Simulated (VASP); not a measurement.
# Mo in VASP: further runs, part 2 of 2

VASP 6.6.1.

## Step 4: Single point, PBEsol

This run uses another cell than the first one, of 15.53 Å³/atom, 0.939 times its volume.

INCAR

```
SYSTEM = Mo
PREC = Accurate
ENCUT = 520
EDIFF = 1E-7
ISMEAR = 0
SIGMA = 0.1
LREAL = .FALSE.
LASPH = .TRUE.
NELM = 60
ALGO = Normal
ISIF = 2
LWAVE = .FALSE.
LCHARG = .FALSE.
GGA = PS
NBANDS = 13
```

KPOINTS

```
regular mesh
0
G
  18 18 18
  0 0 0
```

POSCAR

```
Mo
1.0
    0.0000000000      1.9804043431      1.9804043431
    1.9804043431      0.0000000000      1.9804043431
    1.9804043431      1.9804043431      0.0000000000
Mo
1
Direct
    0.0000000000      0.0000000000      0.0000000000
```

Potentials or basis: VASP PAW PBE potentials, release 64 (Mo_sv).

Launch:

```console
$ cat potpaw_PBE.64/Mo_sv/POTCAR > POTCAR
$ mpirun -np 1 vasp_std > vasp.out
```

OUTCAR:

```text
SYSTEM = Mo
   PREC = Accurate
   ENCUT = 520
   EDIFF = 1E-7
   ISMEAR = 0
   LREAL = .FALSE.
   LASPH = .TRUE.
   NELM = 60
   ISIF = 2
   GGA = PS

 ion  position               nearest neighbor table
   1  0.000  0.000  0.000-

  LATTYP: Found a face centered cubic cell.
 ALAT       =     3.9608086862

  Lattice vectors:

 A1 = (   0.0000000000,   1.9804043431,   1.9804043431)
 A2 = (   1.9804043431,   0.0000000000,   1.9804043431)
 A3 = (   1.9804043431,   1.9804043431,   0.0000000000)

Analysis of symmetry for initial positions (statically):
=====================================================================
 Subroutine PRICEL returns:
 Original cell was already a primitive cell.

 Routine SETGRP: Setting up the symmetry group for a
 face centered cubic supercell.

 Subroutine GETGRP returns: Found 48 space group operations
 (whereof 48 operations were pure point group operations)
 out of a pool of 48 trial point group operations.

The static configuration has the point symmetry O_h .

Analysis of symmetry for dynamics (positions and initial velocities):
=====================================================================
 Subroutine PRICEL returns:
 Original cell was already a primitive cell.

 Routine SETGRP: Setting up the symmetry group for a
 face centered cubic supercell.

 Subroutine GETGRP returns: Found 48 space group operations
 (whereof 48 operations were pure point group operations)
 out of a pool of 48 trial point group operations.

The dynamic configuration has the point symmetry O_h .

 Subroutine INISYM returns: Found 48 space group operations
 (whereof 48 operations are pure point group operations),
 and found     1 'primitive' translations

----------------------------------------------------------------------------------------

                                     Primitive cell

  volume of cell :      15.5343

  direct lattice vectors                    reciprocal lattice vectors
     0.000000000  1.980404343  1.980404343    -0.252473694  0.252473694  0.252473694
     1.980404343  0.000000000  1.980404343     0.252473694 -0.252473694  0.252473694
     1.980404343  1.980404343  0.000000000     0.252473694  0.252473694 -0.252473694

  length of vectors
     2.800714681  2.800714681  2.800714681     0.437297265  0.437297265  0.437297265

  position of ions in fractional coordinates (direct lattice)
     0.000000000  0.000000000  0.000000000

  ion indices of the primitive-cell ions
   primitive index   ion index
                 1           1

----------------------------------------------------------------------------------------

 KPOINTS: regular mesh

Automatic generation of k-mesh.
 Grid dimensions read from file:
 generate k-points for:   18   18   18

 Generating k-lattice:

  Cartesian coordinates                     Fractional coordinates (reciprocal lattice)
    -0.014026316  0.014026316  0.014026316     0.055555556  0.000000000  0.000000000
     0.014026316 -0.014026316  0.014026316     0.000000000  0.055555556  0.000000000
     0.014026316  0.014026316 -0.014026316     0.000000000  0.000000000  0.055555556

  Length of vectors
     0.024294293  0.024294293  0.024294293

  Shift w.r.t. Gamma in fractional coordinates (k-lattice)
     0.000000000  0.000000000  0.000000000

 Subroutine IBZKPT returns following result:
 ===========================================

 Found    195 irreducible k-points:

 Following reciprocal coordinates:
            Coordinates               Weight
  0.000000  0.000000  0.000000      1.000000
  0.055556  0.000000  0.000000      8.000000
  0.111111  0.000000  0.000000      8.000000
  0.166667  0.000000  0.000000      8.000000
  0.222222  0.000000  0.000000      8.000000
  0.277778  0.000000  0.000000      8.000000
[... 16 lines left out ...]
 -0.277778  0.055556  0.000000     24.000000
 -0.222222  0.055556  0.000000     24.000000
 [... further k-points ...]
   k-points           NKPTS =    195   k-points in BZ     NKDIM =    195   number of bands    NBANDS=     13
   number of dos      NEDOS =    301   number of ions     NIONS =      1
   total plane-waves  NPLWV =  13824
   dimension x,y,z NGX =    24 NGY =   24 NGZ =   24
   dimension x,y,z NGXF=    48 NGYF=   48 NGZF=   48
   ions per type =               1
   NGX,Y,Z   is equivalent  to a cutoff of  14.25, 14.25, 14.25 a.u.
   NGXF,Y,Z  is equivalent  to a cutoff of  28.49, 28.49, 28.49 a.u.
 SYSTEM =  Mo
   PREC   = accura    normal or accurate (medium, high low for compatibility)
   ISTART =      0    job   : 0-new  1-cont  2-samecut
   ICHARG =      2    charge: 1-file 2-atom 10-const
   ISPIN  =      1    spin polarized calculation?
   LNONCOLLINEAR =      F non collinear calculations
   LSORBIT =      F    spin-orbit coupling
   LASPH  =      T    aspherical Exc in radial PAW
   ENCUT  =  520.0 eV  38.22 Ry    6.18 a.u.   5.21  5.21  5.21*2*pi/ulx,y,z
   NELM   =     60;   NELMIN=  2; NELMDL= -5     # of ELM steps
   EDIFF  = 0.1E-06   stopping-criterion for ELM
   LREAL  =      F    real-space projection
   EDIFFG = 0.1E-05   stopping-criterion for IOM
   NSW    =      0    number of steps for IOM
   IBRION =     -1    ionic relax: 0-MD 1-quasi-New 2-CG
   NFREE  =      0    steps in history (QN), initial steepest desc. (CG)
   ISIF   =      2    stress and relaxation
   ISYM   =      2    0-nonsym 1-usesym 2-fastsym
   POTIM  = 0.5000    time-step for ionic-motion
   TEBEG  =    0.0;   TEEND  =   0.0 temperature during run
   PSTRESS=    0.0 pullay stress
   NELECT =      14.0000    total number of electrons
   NUPDOWN=      -1.0000    fix difference up-down
   EMIN   =  10.00;   EMAX   =-10.00  energy-range for DOS
   EFERMI =   0.00;   METHOD = LEGACY
   ISMEAR =     0;   SIGMA  =   0.10  broadening in eV -4-tet -1-fermi 0-gaus
   EFERMI_NEDOS =   21; number of points for ismear=-14 and -15
   IALGO  =     38    algorithm
   IMIX   =      4    mixing-type and parameters
     AMIX     =   0.40;   BMIX     =  1.00
     AMIX_MAG =   1.60;   BMIX_MAG =  1.00
  volume/ion in A,a.u.               =      15.53       104.83
  Fermi-wavevector in a.u.,A,eV,Ry     =   1.581322  2.988265 34.022446  2.500579
  Thomas-Fermi vector in A             =   2.681415
   LORBIT       =      0    0 simple, 1 ext, 2 COOP (PROOUT), +10 PAW based schemes
   GGA     = PS    functional components
   LHFCALC =     F    Hartree Fock is set to
   AEXX    =    0.0000 exact exchange contribution
   IVDW    =     0    specifies the selected vdW correction
   LEPSILON=     F    determine dielectric tensor
   LRPA    =     F    only Hartree local field effects (RPA)
 non-spin polarized calculation
 Gauss-broadening in eV      SIGMA  =   0.10
  energy-cutoff  :      520.00
  volume of cell :       15.53
 maximum number of plane-waves:       444
 NGX is ok and might be reduce to    24
   NGX = 11   NGY = 11   NGZ = 11

 number of electron      13.9999999 magnetization

 Free energy of the ion-electron system (eV)
  ---------------------------------------------------
  ext. energy  EPLUGINS =         0.00000000
  ---------------------------------------------------
  free energy    TOTEN  =       -11.34828133 eV

  energy without entropy =      -11.34219226  energy(sigma->0) =      -11.34523680

 E-fermi :  12.1101     XC(G=0): -13.5471

 val. band max:       12.1092906382   @ k =  -0.4444   0.1667   0.0000
 cond. band min:      12.1163374617   @ k =  -0.2778   0.1667   0.0556
 fundamental gap:      0.0070468236
 Fermi energy:        12.1100774078

 k-point     1 :       0.0000    0.0000    0.0000
  band No.  band energies     occupation
      1     -48.4753      2.00000
      2     -21.7698      2.00000
      3     -21.7698      2.00000
      4     -21.7698      2.00000
      5       5.2619      2.00000
      6      11.3754      2.00000
      7      11.3754      2.00000
      8      11.3754      2.00000
      9      14.1722      0.00000
     10      14.1722      0.00000
     11      25.2372      0.00000
     12      30.6114      0.00000
     13      30.6114      0.00000
[... 353 lines left out ...]
 k-point    24 :      -0.2222    0.0556    0.0000
  band No.  band energies     occupation
      1     -48.3505      2.00000
      2     -22.4802      2.00000
      3     -21.9082      2.00000
      4     -21.8436      2.00000
      5       7.1952      2.00000
      6      10.6060      2.00000
      7      11.7799      2.00000
      8      11.8895      1.99819
      9      13.7758      0.00000
     10      14.7147      0.00000
     11      26.1509      0.00000
     12      28.8998      0.00000
     13      33.5283      0.00000

 [... further k-points ...]

------------------------ aborting loop because EDIFF is reached ----------------------------------------

  FORCE on cell =-STRESS in cart. coord.  units (eV):
  Direction    XX          YY          ZZ          XY          YZ          ZX
  --------------------------------------------------------------------------------------
  -------------------------------------------------------------------------------------
  Total        0.0491383      0.0491383      0.0491383     -0.0000000     -0.0000000     -0.0000000
  in kB        5.0680310      5.0680310      5.0680310     -0.0000000     -0.0000000     -0.0000000
  external PRESSURE =       5.0680310 kB  Pullay stress =       0.0000000 kB

 VOLUME and BASIS-vectors are now :
 -----------------------------------------------------------------------------
  energy-cutoff  :      520.00
  volume of cell :       15.53
      direct lattice vectors                 reciprocal lattice vectors
     0.000000000  1.980404343  1.980404343    -0.252473694  0.252473694  0.252473694
     1.980404343  0.000000000  1.980404343     0.252473694 -0.252473694  0.252473694
     1.980404343  1.980404343  0.000000000     0.252473694  0.252473694 -0.252473694

 POSITION                                       TOTAL-FORCE (eV/Angst)
 -----------------------------------------------------------------------------------
      0.00000      0.00000      0.00000         0.000000      0.000000      0.000000
 -----------------------------------------------------------------------------------
    total drift:                               -0.000000      0.000000      0.000000

  FREE ENERGIE OF THE ION-ELECTRON SYSTEM (eV)
  ---------------------------------------------------
  free  energy   TOTEN  =       -11.3482813327 eV

  energy  without entropy=      -11.3421922625  energy(sigma->0) =      -11.34523680
```

OSZICAR:

```text
N       E                     dE             d eps       ncg     rms          rms(c)
DAV:   1     0.914043476994E+02    0.91404E+02   -0.80466E+03  5110   0.110E+03
DAV:   2    -0.108464321644E+02   -0.10225E+03   -0.98506E+02  5730   0.310E+02
DAV:   3    -0.120261889776E+02   -0.11798E+01   -0.11752E+01  5680   0.329E+01
DAV:   4    -0.120287937098E+02   -0.26047E-02   -0.26047E-02  5655   0.189E+00
DAV:   5    -0.120288100560E+02   -0.16346E-04   -0.16349E-04  5835   0.133E-01    0.155E+01
DAV:   6    -0.114373219577E+02    0.59149E+00   -0.73885E-01  5225   0.103E+01    0.432E+00
DAV:   7    -0.113536348376E+02    0.83687E-01   -0.14159E-01  5705   0.424E+00    0.798E-01
DAV:   8    -0.113482639275E+02    0.53709E-02   -0.38292E-03  5180   0.770E-01    0.168E-01
DAV:   9    -0.113482724791E+02   -0.85516E-05   -0.81038E-05  6300   0.105E-01    0.779E-02
DAV:  10    -0.113482812407E+02   -0.87615E-05   -0.71479E-06  5245   0.301E-02    0.915E-03
DAV:  11    -0.113482814213E+02   -0.18060E-06   -0.83445E-08  4674   0.275E-03    0.102E-03
DAV:  12    -0.113482813327E+02    0.88557E-07   -0.43600E-09  2785   0.777E-04
   1 F= -.11348281E+02 E0= -.11345237E+02  d E =-.608907E-02
```

It took 12 s on 1 thread of Intel Xeon 6975P-C (Granite Rapids), shared host; peak memory 0.16 GiB.

What came out:

| Quantity | Value |
| --- | --- |
| Free energy | -11.3483 eV |
| Pressure | 0.5 GPa |
| Band gap on the k mesh | zero (band 7 reaches 16.30 eV, above the bottom of band 8 at 11.38 eV) |

Caveat: the PAW data sets were made with another functional, which shifts forces and pressure a little.

## Step 5: Relaxation of cell and atoms, PBEsol

This run uses another cell than the first one, of 15.50 Å³/atom, 0.937 times its volume.

INCAR

```
SYSTEM = Mo
PREC = Accurate
ENCUT = 600
EDIFF = 1E-6
ISMEAR = 0
SIGMA = 0.1
LREAL = .False.
LASPH = .True.
NELM = 80
ALGO = Fast
ISIF = 3
LWAVE = .False.
LCHARG = .False.
GGA = PS
IBRION = 2
NSW = 100
EDIFFG = -0.01
```

KPOINTS

```
regular mesh
0
Gamma
  18 18 18
  0 0 0
```

POSCAR

```
Mo
1.0
    0.0000000000      1.9789882372      1.9789882372
    1.9789882372      0.0000000000      1.9789882372
    1.9789882372      1.9789882372      0.0000000000
Mo
1
Direct
    0.0000000000      0.0000000000      0.0000000000
```

Launch:

```console
$ cat potpaw_PBE.64/Mo_sv/POTCAR > POTCAR
$ mpirun -np 1 vasp_std > vasp.out
```

Run time: 29 s. Hardware: 1 thread of Intel Xeon 6975P-C (Granite Rapids), shared host; peak memory 0.18 GiB.

The run converged. Its results:

```
Free energy                            : -11.3484 eV
Relaxed volume                         : 15.57 Å³/atom
Relaxed cell                           : a = 2.803 Å, b = 2.803 Å, c = 2.803 Å, α = 60.00°, β = 60.00°, γ = 60.00°
Space group after relaxing (to 0.05 Å) : Fm-3m (No. 225)
Energy gained by relaxing              : 0.2 meV/atom
Ionic steps                            : 4
Pressure after relaxing                : 0.0 GPa
Band gap on the k mesh                 : zero (band 7 reaches 16.26 eV, above the bottom of band 8 at 11.34 eV)
```

The path:
| step | energy change (eV) | largest force (eV/Å) | pressure (GPa) | volume (Å³) |
| --- | --- | --- | --- | --- |
| 1 | 0.0000 | 0.0000 | 1.00 | 15.50 |
| 2 | 0.0011 | 0.0000 | -2.63 | 15.72 |
| 3 | -0.0002 | 0.0000 | 0.14 | 15.56 |
| 4 | -0.0002 | 0.0000 | -0.03 | 15.57 |

Final structure:
```
Mo
1.0
     0.00000    1.98181    1.98181
     1.98181    0.00000    1.98181
     1.98181    1.98181    0.00000
Mo
1
Direct
  0.00000 0.00000 0.00000
```

Levels at points of the mesh, in eV from the Fermi level:
| k point | band 4 | band 5 | band 6 | band 7 | band 8 | band 9 | band 10 | band 11 |
| --- | --- | --- | --- | --- | --- | --- | --- | --- |
| (0.00, 0.00, 0.00) | -33.89 | -6.84 | -0.73 | -0.73 | -0.73 | 2.06 | 2.06 | 13.13 |
| (0.50, 0.00, 0.00) | -34.07 | -4.74 | -0.94 | -0.94 | 1.66 | 4.23 | 4.23 | 11.54 |
| (0.50, 0.50, 0.00) | -34.40 | -5.15 | -4.44 | 4.18 | 4.20 | 4.86 | 4.86 | 12.69 |

Caveat: the PAW data sets were made with another functional, which shifts forces and pressure a little.

## Step 6: Overview

| task | cell | k mesh | cutoff (eV) | gap on the mesh (eV) | pressure (GPa) | relaxed volume (Å³/atom) |
| --- | --- | --- | --- | --- | --- | --- |
| single point | a = 2.898 Å, angles 122.4, 122.4, 85.8°, 1 atom | 8 × 8 × 8 | 520 | none | -13.7 | - |
| relaxation of cell and atoms | relaxed from a = 2.898 Å, angles 122.4, 122.4, 85.8°, 1 atom | 8 × 8 × 8 | 600 | none | 0.3 | 15.60 |
| single point | a = 2.801 Å, angles 60.0°, 1 atom | 18 × 18 × 18 | 520 | none | 0.5 | - |
| relaxation of cell and atoms | relaxed from a = 2.799 Å, angles 60.0°, 1 atom | 18 × 18 × 18 | 600 | none | 0.0 | 15.57 |

Alike in all rows: level PBEsol; potentials or basis VASP PAW PBE potentials, release 64 (Mo_sv); no spin polarisation; smearing gaussian 0.1 eV.

Caveats: some runs use coarse meshes; the PAW data sets were made with another functional, which shifts forces and pressure a little.

Absolute energies hang on the potentials; compare differences alone.
